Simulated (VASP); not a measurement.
The system is WS2.

```
W S
1.0
     1.59978    0.92363    6.24444
    -1.59978    0.92363    6.24444
     0.00000   -1.84727    6.24444
W S
1 2
Direct
  0.00000 0.00000 0.00000
  0.58100 0.58100 0.58100
  0.75030 0.75030 0.75030
```

Base run:

```yaml
Program: VASP 6.6.1
Functional: PBE
Potentials_or_basis: VASP PAW PBE potentials, release 64 (W_sv, S)
Cutoff: 520 eV
k_mesh: 10 × 10 × 10
Occupations: fermi-dirac, width 0.05 eV
Spin: no spin polarisation
```

Its results: band gap on the k mesh 1.11 eV (least direct gap 2.13 eV); pressure -1.8 GPa; largest force 0.736 eV/Å.

The run is repeated on the same cell with these changes: functional from PBE to pbe exchange, lda correlation; cutoff from 520 eV to 500 eV; occupations from fermi-dirac, width 0.05 eV to gaussian, width 0.025 eV. What comes out?

Band gap on the k mesh 1.17 eV (least direct gap 2.11 eV); pressure 7.6 GPa; largest force 0.556 eV/Å.

Caveats: spin-orbit coupling is left out, which moves the levels of the heavy elements; the cell stands under pressure (at least some runs); the PAW data sets were made with another functional, which shifts forces and pressure a little (at least some runs).

A k mesh can miss the band edges.
